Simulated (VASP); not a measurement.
# Li8HF8 (a cell with a defect) in VASP: notebook, part 2 of 3

VASP 6.6.1.

### Step 3. Single point, PBE, collinear spin (with an interstitial atom, then relaxed in part)

File INCAR:

```
PREC = Accurate
ENCUT = 520
EDIFF = 1E-6
ISMEAR = 0
SIGMA = 0.02
LREAL = Auto
LASPH = True
NELM = 150
ALGO = Normal
ISIF = 2
LWAVE = False
LCHARG = True
ISPIN = 2
MAGMOM = 0 0 0 0 0 0 0 0 0 0 0 0 0 0 0 0 1
LORBIT = 11
GGA = PE
LELF = True
LVHAR = True
NBANDS = 58
```

File KPOINTS:

```
Automatic mesh
0
Gamma
  2 2 2
```

File POSCAR:

```
Li8HF8
1.0
   -4.0681815568      4.0681815568      0.0000000000
    0.0000000000      4.0681815568     -4.0681815568
   -4.0681815568      0.0000000000     -4.0681815568
Li F H
8 8 1
Direct
   -0.0045703769     -0.0059986975      0.4948419435
   -0.0045020477      0.5124756180      0.4949098299
   -0.0045271795     -0.0059566215      0.0133924309
    0.0044691997      0.4972419423     -0.0019439279
    0.5140227967     -0.0059705235      0.4948706856
    0.4986246165      0.4972357403      0.5039157445
    0.4986118705      0.0031428657     -0.0019628472
    0.4986492363      0.4972544339     -0.0019282519
    0.2589503444      0.7221391500      0.7583884793
    0.2588783253      0.2575190369      0.7583132473
    0.2475633751      0.7495665040      0.2503659276
    0.2589198347      0.2575677211      0.2230175957
    0.7509305670      0.7495635575      0.7470016365
    0.7236266711      0.2575508490      0.7583412488
    0.7509337180      0.7495730007      0.2503691143
    0.7509278549      0.2462071848      0.2503602956
    0.1251241189      0.1235125546      0.6244685597
```

Potentials or basis: VASP PAW PBE potentials, release 64 (Li_sv, F, H).

Command:

```
$ cat potpaw_PBE.64/Li_sv/POTCAR potpaw_PBE.64/F/POTCAR potpaw_PBE.64/H/POTCAR > POTCAR
$ mpirun -np 1 vasp_std > vasp.out
```

OUTCAR:

```text
PREC = Accurate
   ENCUT = 520
   EDIFF = 1E-6
   ISMEAR = 0
   LREAL = Auto
   LASPH = True
   NELM = 150
   ISIF = 2
   ISPIN = 2
   LORBIT = 11
   GGA = PE

 ion  position               nearest neighbor table
   1  0.995  0.994  0.495-  11 1.99  13 1.99  16 1.99  14 2.14  12 2.14   9 2.14
   2  0.995  0.512  0.495-  15 1.99  11 1.99  13 1.99  10 2.14  14 2.14  12 2.14
   3  0.995  0.994  0.013-  15 1.99  11 1.99  16 1.99  10 2.14  14 2.14   9 2.14
   4  0.004  0.497  0.998-   9 1.95  12 1.95  10 1.95  16 2.05  13 2.05  15 2.05
   5  0.514  0.994  0.495-  15 1.99  13 1.99  16 1.99  10 2.14  12 2.14   9 2.14
   6  0.499  0.497  0.504-   9 1.95  14 1.95  10 1.95  16 2.05  11 2.05  15 2.05
[... 8 lines left out ...]
  15  0.751  0.750  0.250-   5 1.99   3 1.99   2 1.99   4 2.05   6 2.05   7 2.05
  16  0.751  0.246  0.250-   1 1.99   5 1.99   3 1.99   8 2.05   4 2.05   6 2.05
  17  0.125  0.124  0.624-

  LATTYP: Found a face centered cubic cell.
 ALAT       =     8.1363631136

  Lattice vectors:

 A1 = (  -4.0681815568,   4.0681815568,   0.0000000000)
 A2 = (   0.0000000000,   4.0681815568,  -4.0681815568)
 A3 = (  -4.0681815568,   0.0000000000,  -4.0681815568)

Analysis of symmetry for initial positions (statically):
=====================================================================
 Subroutine PRICEL returns:
 Original cell was already a primitive cell.

 Routine SETGRP: Setting up the symmetry group for a
 face centered cubic supercell.

 Subroutine GETGRP returns: Found  1 space group operations
 (whereof  1 operations were pure point group operations)
 out of a pool of 48 trial point group operations.

The static configuration has the point symmetry C_1 .

Analysis of symmetry for dynamics (positions and initial velocities):
=====================================================================
 Subroutine PRICEL returns:
 Original cell was already a primitive cell.

 Routine SETGRP: Setting up the symmetry group for a
 face centered cubic supercell.

 Subroutine GETGRP returns: Found  1 space group operations
 (whereof  1 operations were pure point group operations)
 out of a pool of 48 trial point group operations.

The dynamic configuration has the point symmetry C_1 .

Analysis of structural, dynamic, and magnetic symmetry:
=====================================================================
 Subroutine PRICEL returns:
 Original cell was already a primitive cell.

 Routine SETGRP: Setting up the symmetry group for a
 face centered cubic supercell.

 Subroutine GETGRP returns: Found  1 space group operations
 (whereof  1 operations were pure point group operations)
 out of a pool of 48 trial point group operations.

The overall configuration has the point symmetry C_1 .

 Subroutine INISYM returns: Found  1 space group operations
 (whereof  1 operations are pure point group operations),
 and found     1 'primitive' translations

----------------------------------------------------------------------------------------

                                     Primitive cell

  volume of cell :     134.6576

  direct lattice vectors                    reciprocal lattice vectors
    -4.068181557  4.068181557  0.000000000    -0.122905036  0.122905036  0.122905036
     0.000000000  4.068181557 -4.068181557     0.122905036  0.122905036 -0.122905036
    -4.068181557  0.000000000 -4.068181557    -0.122905036 -0.122905036 -0.122905036
[... 111 lines left out ...]
   EFERMI =   0.00;   METHOD = LEGACY
   ISMEAR =     0;   SIGMA  =   0.02  broadening in eV -4-tet -1-fermi 0-gaus
   EFERMI_NEDOS =   21; number of points for ismear=-14 and -15
   IALGO  =     38    algorithm
   IMIX   =      4    mixing-type and parameters
     AMIX     =   0.40;   BMIX     =  1.00
     AMIX_MAG =   1.60;   BMIX_MAG =  1.00
  volume/ion in A,a.u.               =       7.92        53.45
  Fermi-wavevector in a.u.,A,eV,Ry     =   1.381952  2.611510 25.984275  1.909790
  Thomas-Fermi vector in A             =   2.506688
   LORBIT       =     11    0 simple, 1 ext, 2 COOP (PROOUT), +10 PAW based schemes
   GGA     = PE    functional components
   LHFCALC =     F    Hartree Fock is set to
   AEXX    =    0.0000 exact exchange contribution
   IVDW    =     0    specifies the selected vdW correction
   LEPSILON=     F    determine dielectric tensor
   LRPA    =     F    only Hartree local field effects (RPA)
 spin polarized calculation
 Gauss-broadening in eV      SIGMA  =   0.02
  energy-cutoff  :      520.00
  volume of cell :      134.66
 maximum number of plane-waves:      3695
 NGX is ok and might be reduce to    48
   NGX = 21   NGY = 21   NGZ = 21

 number of electron      80.9999982 magnetization       1.0000000

 Free energy of the ion-electron system (eV)
  ---------------------------------------------------
  ext. energy  EPLUGINS =         0.00000000
  ---------------------------------------------------
  free energy    TOTEN  =       -76.69483419 eV

  energy without entropy =      -76.69483419  energy(sigma->0) =      -76.69483419

 E-fermi :   3.1731     XC(G=0):  -9.9653

 val. band max:        2.9444895901   @ k =   0.5000   0.0000   0.5000
 cond. band min:       4.5364412679   @ k =   0.0000   0.0000   0.0000
 fundamental gap:      1.5919516778
 Fermi energy:         3.1730863098

 spin component 1

 k-point     1 :       0.0000    0.0000    0.0000
  band No.  band energies     occupation
      1     -42.2006      1.00000
      2     -42.1634      1.00000
      3     -42.1634      1.00000
      4     -42.1634      1.00000
      5     -41.8418      1.00000
      6     -41.8082      1.00000
[... 429 lines left out ...]
     51      13.9830      0.00000
     52      13.9831      0.00000
 Fermi energy:         3.1730863098

 spin component 2

 k-point     1 :       0.0000    0.0000    0.0000
  band No.  band energies     occupation
      1     -42.1897      1.00000
      2     -42.1532      1.00000
      3     -42.1531      1.00000
      4     -42.1531      1.00000
      5     -41.8398      1.00000
      6     -41.8063      1.00000
[... 429 lines left out ...]
     51      14.0105      0.00000
     52      14.1803      0.00000
 [bands above 52 left out]

------------------------ aborting loop because EDIFF is reached ----------------------------------------

  FORCE on cell =-STRESS in cart. coord.  units (eV):
  Direction    XX          YY          ZZ          XY          YZ          ZX
  --------------------------------------------------------------------------------------
  -------------------------------------------------------------------------------------
  Total        3.9877951      3.9872631      3.9914226      0.0000051     -0.0024880     -0.0006518
  in kB       47.4474030     47.4410726     47.4905631      0.0000612     -0.0296032     -0.0077550
  external PRESSURE =      47.4596796 kB  Pullay stress =       0.0000000 kB

 VOLUME and BASIS-vectors are now :
 -----------------------------------------------------------------------------
  energy-cutoff  :      520.00
  volume of cell :      134.66
      direct lattice vectors                 reciprocal lattice vectors
    -4.068181557  4.068181557  0.000000000    -0.122905036  0.122905036  0.122905036
     0.000000000  4.068181557 -4.068181557     0.122905036  0.122905036 -0.122905036
    -4.068181557  0.000000000 -4.068181557    -0.122905036 -0.122905036 -0.122905036

 POSITION                                       TOTAL-FORCE (eV/Angst)
 -----------------------------------------------------------------------------------
     -6.06270      8.09337     -6.05688        -0.003343      0.003607     -0.004571
     -6.06325      6.13471     -4.09823        -0.004313     -0.004867      0.005100
     -4.10425      8.09371     -4.09843         0.004031      0.003945      0.004172
     -4.07845      2.04105     -6.08314         0.006602     -0.006840     -0.006088
     -4.10436      6.13503     -6.05712         0.003844     -0.003724     -0.003665
     -4.07852      4.05134     -4.07287         0.006931      0.005170      0.007314
[... 9 lines left out ...]
     -4.07342      4.05653     -2.02013         0.003660      0.003768     -0.004485
     -3.04948      1.01150     -3.04292         0.000270      0.000134     -0.000325
 -----------------------------------------------------------------------------------
    total drift:                               -0.006895      0.003634     -0.001883

  FREE ENERGIE OF THE ION-ELECTRON SYSTEM (eV)
  ---------------------------------------------------
  free  energy   TOTEN  =       -76.6948341904 eV

  energy  without entropy=      -76.6948341904  energy(sigma->0) =      -76.69483419

 total charge

# of ion       s       p       d       tot
------------------------------------------
    1        2.016   0.048   0.000   2.064
    2        2.016   0.048   0.000   2.064
    3        2.016   0.048   0.000   2.064
    4        2.018   0.050   0.000   2.068
    5        2.016   0.048   0.000   2.064
    6        2.018   0.050   0.000   2.068
[... 9 lines left out ...]
   16        1.729   4.407   0.000   6.136
   17        0.479   0.010   0.000   0.489
--------------------------------------------------
tot         30.470  35.609   0.000  66.079

 magnetization (x)

# of ion       s       p       d       tot
------------------------------------------
    1        0.002   0.003   0.000   0.005
    2        0.002   0.003   0.000   0.005
    3        0.002   0.003   0.000   0.005
    4        0.000   0.001   0.000   0.001
    5        0.002   0.003   0.000   0.005
    6        0.000   0.001   0.000   0.001
[... 9 lines left out ...]
   16       -0.000   0.000   0.000   0.000
   17        0.350   0.001   0.000   0.351
--------------------------------------------------
tot          0.383   0.275   0.000   0.659
```

Run time: 7.1 min. Hardware: 1 thread of Intel Xeon Platinum 8259CL at 2.50GHz (Skylake/Cascade Lake), shared host; peak memory 0.42 GiB.

Results:

| Property | Result |
| --- | --- |
| Free energy | -76.6948 eV |
| Largest force | 0.012 eV/Å |
| Band gap on the k mesh | 1.59 eV |
| Net moment | 1.00 μB per cell |
| Site moments | Li +0.01, +0.00 (each value once); F +0.07, +0.00 (each value once); H +0.35 μB |
| Valence electrons inside the program's atomic spheres | Li 2.06, 2.07 (each value once); F 6.13, 6.14 (each value once); H 0.49 |

Forces on the atoms (eV/Å):
```
Li  -0.003  0.004 -0.005
Li  -0.004 -0.005  0.005
Li   0.004  0.004  0.004
Li   0.007 -0.007 -0.006
Li   0.004 -0.004 -0.004
Li   0.007  0.005  0.007
Li  -0.005 -0.006  0.007
Li  -0.006  0.007 -0.007
F    0.003  0.005 -0.004
F    0.005 -0.005  0.005
F   -0.003  0.004  0.003
F   -0.005 -0.003 -0.004
F   -0.003 -0.003 -0.004
F   -0.005  0.003  0.004
F    0.001 -0.002  0.003
F    0.004  0.004 -0.004
H    0.000  0.000  0.000
```

Caveat: the k points lie up to 0.67 Å⁻¹ apart; the cell differs from its parent crystal (with an interstitial atom, then relaxed in part); the cutoff is under 1.25 times the usual one of these potentials, so pressure, stress and relaxed cells hold a basis-set (Pulay) error.

(Continued in part 3 of 3.)
